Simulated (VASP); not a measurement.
# Ta (I4_1/amd) in VASP: notebook

Runs on Ta. Level: PBE. Tasks: single point.

Program: VASP 6.6.1. These are calculated values, not measurements. Logs are shortened: lines on timing, memory, paths and dates and some standing lists are left out, and cuts for length are marked.

## 1. The cell of the first run

Symmetry: I4_1/amd, No. 141, tetragonal system. The conventional cell has a = 4.630 Å, b = 4.630 Å, c = 2.524 Å, α = 90.00°, β = 90.00°, γ = 90.00°. Within 3.2 Å of Ta (site symmetry -4m2) lie 10 Ta at 2.40 to 2.99 Å.

## 2. Single point, PBE

Input file INCAR:

```
SYSTEM = Ta
PREC = Accurate
ENCUT = 520
EDIFF = 1E-7
ISMEAR = -1
SIGMA = 0.1
LREAL = .False.
LASPH = .True.
NELM = 60
ALGO = Normal
ISIF = 2
LWAVE = .False.
LCHARG = .True.
GGA = PE
LELF = .True.
LVHAR = .True.
NBANDS = 18
```

Input file KPOINTS:

```
Automatic mesh
0
Gamma
  17 17 17
  0 0 0
```

Input file POSCAR:

```
Ta
1.0
   -2.3151826131      2.3151826131      1.2619171809
    2.3151826131     -2.3151826131      1.2619171809
    2.3151826131      2.3151826131     -1.2619171809
Ta
2
Direct
   -0.3750000000     -0.1250000000     -0.2500000000
    0.3750000000      0.1250000000      0.2500000000
```

Potentials or basis: VASP PAW PBE potentials, release 64 (Ta_pv).

Launch:

```
$ cat potpaw_PBE.64/Ta_pv/POTCAR > POTCAR
$ mpirun -np 1 vasp_std > vasp.out
```

OUTCAR:

```text
SYSTEM = Ta
   PREC = Accurate
   ENCUT = 520
   EDIFF = 1E-7
   ISMEAR = -1
   LREAL = .False.
   LASPH = .True.
   NELM = 60
   ISIF = 2
   GGA = PE

 ion  position               nearest neighbor table
   1  0.625  0.875  0.750-   2 2.40   2 2.40   2 2.40   2 2.40   2 2.99   2 2.99   2 2.99   2 2.99

   2  0.375  0.125  0.250-   1 2.40   1 2.40   1 2.40   1 2.40   1 2.99   1 2.99   1 2.99   1 2.99

  LATTYP: Found a body centered tetragonal cell.
 ALAT       =     4.6303652262
 C/A-ratio  =     0.5450616179

  Lattice vectors:

 A1 = (  -2.3151826131,   2.3151826131,   1.2619171809)
 A2 = (   2.3151826131,  -2.3151826131,   1.2619171809)
 A3 = (   2.3151826131,   2.3151826131,  -1.2619171809)

Analysis of symmetry for initial positions (statically):
=====================================================================
 Subroutine PRICEL returns:
 Original cell was already a primitive cell.

 Routine SETGRP: Setting up the symmetry group for a
 body centered tetragonal supercell.

 Subroutine GETGRP returns: Found 16 space group operations
 (whereof  4 operations were pure point group operations)
 out of a pool of 16 trial point group operations.

The static configuration has the point symmetry C_2h.
 The point group associated with its full space group is D_4h.

Analysis of symmetry for dynamics (positions and initial velocities):
=====================================================================
 Subroutine PRICEL returns:
 Original cell was already a primitive cell.

 Routine SETGRP: Setting up the symmetry group for a
 body centered tetragonal supercell.

 Subroutine GETGRP returns: Found 16 space group operations
 (whereof  4 operations were pure point group operations)
 out of a pool of 16 trial point group operations.

The dynamic configuration has the point symmetry C_2h.
 The point group associated with its full space group is D_4h.

 Subroutine INISYM returns: Found 16 space group operations
 (whereof  4 operations are pure point group operations),
 and found     1 'primitive' translations

----------------------------------------------------------------------------------------

                                     Primitive cell

  volume of cell :      27.0559

  direct lattice vectors                    reciprocal lattice vectors
    -2.315182613  2.315182613  1.261917181     0.000000000  0.215965685  0.396222516
     2.315182613 -2.315182613  1.261917181     0.215965685  0.000000000  0.396222516
     2.315182613  2.315182613 -1.261917181     0.215965685  0.215965685  0.000000000

  length of vectors
     3.508928046  3.508928046  3.508928046     0.451257642  0.451257642  0.305421601

  position of ions in fractional coordinates (direct lattice)
     0.625000000  0.875000000  0.750000000
     0.375000000  0.125000000  0.250000000

  ion indices of the primitive-cell ions
   primitive index   ion index
                 1           1
                 2           2

----------------------------------------------------------------------------------------

 KPOINTS: Automatic mesh

Automatic generation of k-mesh.
 Grid dimensions read from file:
 generate k-points for:   17   17   17

 Generating k-lattice:

  Cartesian coordinates                     Fractional coordinates (reciprocal lattice)
     0.000000000  0.012703864  0.023307207     0.058823529  0.000000000 -0.000000000
     0.012703864  0.000000000  0.023307207     0.000000000  0.058823529 -0.000000000
     0.012703864  0.012703864  0.000000000     0.000000000  0.000000000  0.058823529

  Length of vectors
     0.026544567  0.026544567  0.017965977

  Shift w.r.t. Gamma in fractional coordinates (k-lattice)
     0.000000000  0.000000000  0.000000000

 Subroutine IBZKPT returns following result:
 ===========================================

 Found    405 irreducible k-points:

 Following reciprocal coordinates:
            Coordinates               Weight
  0.000000  0.000000  0.000000      1.000000
  0.058824  0.000000 -0.000000      8.000000
  0.117647  0.000000 -0.000000      8.000000
  0.176471  0.000000 -0.000000      8.000000
  0.235294  0.000000 -0.000000      8.000000
  0.294118  0.000000 -0.000000      8.000000
[... 16 lines left out ...]
 -0.176471  0.058824  0.000000     16.000000
 -0.117647  0.058824  0.000000     16.000000
 [... further k-points ...]
   k-points           NKPTS =    405   k-points in BZ     NKDIM =    405   number of bands    NBANDS=     18
   number of dos      NEDOS =    301   number of ions     NIONS =      2
   total plane-waves  NPLWV =  21952
   dimension x,y,z NGX =    28 NGY =   28 NGZ =   28
   dimension x,y,z NGXF=    56 NGYF=   56 NGZF=   56
   ions per type =               2
   NGX,Y,Z   is equivalent  to a cutoff of  13.27, 13.27, 13.27 a.u.
   NGXF,Y,Z  is equivalent  to a cutoff of  26.53, 26.53, 26.53 a.u.
 SYSTEM =  Ta
   PREC   = accura    normal or accurate (medium, high low for compatibility)
   ISTART =      0    job   : 0-new  1-cont  2-samecut
   ICHARG =      2    charge: 1-file 2-atom 10-const
   ISPIN  =      1    spin polarized calculation?
   LNONCOLLINEAR =      F non collinear calculations
   LSORBIT =      F    spin-orbit coupling
   LASPH  =      T    aspherical Exc in radial PAW
   ENCUT  =  520.0 eV  38.22 Ry    6.18 a.u.   6.52  6.52  6.52*2*pi/ulx,y,z
   NELM   =     60;   NELMIN=  2; NELMDL= -5     # of ELM steps
   EDIFF  = 0.1E-06   stopping-criterion for ELM
   LREAL  =      F    real-space projection
   EDIFFG = 0.1E-05   stopping-criterion for IOM
   NSW    =      0    number of steps for IOM
   IBRION =     -1    ionic relax: 0-MD 1-quasi-New 2-CG
   NFREE  =      0    steps in history (QN), initial steepest desc. (CG)
   ISIF   =      2    stress and relaxation
   ISYM   =      2    0-nonsym 1-usesym 2-fastsym
   POTIM  = 0.5000    time-step for ionic-motion
   TEBEG  =    0.0;   TEEND  =   0.0 temperature during run
   PSTRESS=    0.0 pullay stress
   NELECT =      22.0000    total number of electrons
   NUPDOWN=      -1.0000    fix difference up-down
   EMIN   =  10.00;   EMAX   =-10.00  energy-range for DOS
   EFERMI =   0.00;   METHOD = LEGACY
   ISMEAR =    -1;   SIGMA  =   0.10  broadening in eV -4-tet -1-fermi 0-gaus
   EFERMI_NEDOS =   21; number of points for ismear=-14 and -15
   IALGO  =     38    algorithm
   IMIX   =      4    mixing-type and parameters
     AMIX     =   0.40;   BMIX     =  1.00
     AMIX_MAG =   1.60;   BMIX_MAG =  1.00
  volume/ion in A,a.u.               =      13.53        91.29
  Fermi-wavevector in a.u.,A,eV,Ry     =   1.528018  2.887536 31.767433  2.334840
  Thomas-Fermi vector in A             =   2.635835
   LORBIT       =      0    0 simple, 1 ext, 2 COOP (PROOUT), +10 PAW based schemes
   GGA     = PE    functional components
   LHFCALC =     F    Hartree Fock is set to
   AEXX    =    0.0000 exact exchange contribution
   IVDW    =     0    specifies the selected vdW correction
   LEPSILON=     F    determine dielectric tensor
   LRPA    =     F    only Hartree local field effects (RPA)
 non-spin polarized calculation
  energy-cutoff  :      520.00
  volume of cell :       27.06
 maximum number of plane-waves:       749
 NGX is ok and might be reduce to    28
   NGX = 13   NGY = 13   NGZ = 13

 number of electron      22.0000002 magnetization

 Free energy of the ion-electron system (eV)
  ---------------------------------------------------
  ext. energy  EPLUGINS =         0.00000000
  ---------------------------------------------------
  free energy    TOTEN  =       -18.64086744 eV

  energy without entropy =      -18.58867123  energy(sigma->0) =      -18.61476934

 E-fermi :   8.7433     XC(G=0): -14.0846

 val. band max:        8.7420898403   @ k =  -0.3529  -0.4118   0.1176
 cond. band min:       8.7483813483   @ k =   0.4118   0.3529   0.1176
 fundamental gap:      0.0062915080
 Fermi energy:         8.7432702704

 k-point     1 :       0.0000    0.0000    0.0000
  band No.  band energies     occupation
      1     -26.7584      2.00000
      2     -26.7584      2.00000
      3     -23.9878      2.00000
      4     -23.9495      2.00000
      5     -23.8299      2.00000
      6     -23.8299      2.00000
[... 10 lines left out ...]
     17      18.2637      0.00000
     18      18.2637      0.00000

 k-point     2 :       0.0588    0.0000   -0.0000
  band No.  band energies     occupation
      1     -26.7508      2.00000
      2     -26.7221      2.00000
      3     -24.0960      2.00000
      4     -24.0514      2.00000
      5     -23.8384      2.00000
      6     -23.8245      2.00000
[... 10 lines left out ...]
     17      18.0487      0.00000
     18      18.4824      0.00000

 k-point     3 :       0.1176    0.0000   -0.0000
  band No.  band energies     occupation
      1     -26.7287      2.00000
      2     -26.6188      2.00000
      3     -24.3843      2.00000
      4     -24.3179      2.00000
      5     -23.8939      2.00000
      6     -23.8091      2.00000
[... 10 lines left out ...]
     17      18.1694      0.00000
     18      19.4532      0.00000

 k-point     4 :       0.1765    0.0000   -0.0000
  band No.  band energies     occupation
      1     -26.6944      2.00000
      2     -26.4671      2.00000
      3     -24.8113      2.00000
      4     -24.6682      2.00000
      5     -23.9981      2.00000
      6     -23.7862      2.00000
[... 375 lines left out ...]
      4     -24.6535      2.00000
      5     -24.1169      2.00000
      6     -23.7880      2.00000
[... 10 lines left out ...]
     17      18.1745      0.00000
     18      20.6465      0.00000

 k-point    23 :      -0.1765    0.0588    0.0000
  band No.  band energies     occupation
      1     -26.7322      2.00000
      2     -26.5154      2.00000
      3     -24.4833      2.00000
      4     -24.3135      2.00000
      5     -23.9715      2.00000
      6     -23.8075      2.00000
[... 10 lines left out ...]
     17      17.5270      0.00000
     18      19.1197      0.00000

 k-point    24 :      -0.1176    0.0588    0.0000
  band No.  band energies     occupation
      1     -26.7445      2.00000
      2     -26.6591      2.00000
      3     -24.1855      2.00000
      4     -24.0517      2.00000
      5     -23.8934      2.00000
      6     -23.8032      2.00000
[... 10 lines left out ...]
     17      17.6600      0.00000
     18      18.1539      0.00000

 [... further k-points ...]

------------------------ aborting loop because EDIFF is reached ----------------------------------------

  FORCE on cell =-STRESS in cart. coord.  units (eV):
  Direction    XX          YY          ZZ          XY          YZ          ZX
  --------------------------------------------------------------------------------------
  -------------------------------------------------------------------------------------
  Total       20.9105083     20.9105083     20.8212175      0.0000000      0.0000000      0.0000000
  in kB     1238.2656443   1238.2656443   1232.9780756      0.0000000      0.0000000      0.0000000
  external PRESSURE =    1236.5031214 kB  Pullay stress =       0.0000000 kB

 VOLUME and BASIS-vectors are now :
 -----------------------------------------------------------------------------
  energy-cutoff  :      520.00
  volume of cell :       27.06
      direct lattice vectors                 reciprocal lattice vectors
    -2.315182613  2.315182613  1.261917181     0.000000000  0.215965685  0.396222516
     2.315182613 -2.315182613  1.261917181     0.215965685  0.000000000  0.396222516
     2.315182613  2.315182613 -1.261917181     0.215965685  0.215965685  0.000000000

 POSITION                                       TOTAL-FORCE (eV/Angst)
 -----------------------------------------------------------------------------------
      2.31518      1.15759      0.94644         0.000000     -0.000000     -0.000000
      0.00000      1.15759      0.31548        -0.000000      0.000000      0.000000
 -----------------------------------------------------------------------------------
    total drift:                                0.000000      0.000000     -0.000000

  FREE ENERGIE OF THE ION-ELECTRON SYSTEM (eV)
  ---------------------------------------------------
  free  energy   TOTEN  =       -18.6408674433 eV

  energy  without entropy=      -18.5886712292  energy(sigma->0) =      -18.61476934
```

It took 2.3 min on 1 thread of AMD EPYC 9R45 (Zen 5), shared host; peak memory 0.25 GiB.

Results:

```
Free energy            : -18.6409 eV
Pressure               : 123.7 GPa
Band gap on the k mesh : zero (band 11 reaches 9.73 eV, above the bottom of band 12 at 7.77 eV)
```

Levels at points of the mesh, in eV from the Fermi level:
| k point | band 7 | band 8 | band 9 | band 10 | band 11 | band 12 | band 13 | band 14 | band 15 | band 16 |
| --- | --- | --- | --- | --- | --- | --- | --- | --- | --- | --- |
| (0.00, 0.00, 0.00) | -9.34 | -7.43 | -4.07 | -3.52 | -2.19 | 3.45 | 3.45 | 3.77 | 3.77 | 9.40 |

Caveat: spin-orbit coupling is left out, which moves the levels of the heavy elements.

(Part 1 of 2 ends here.)
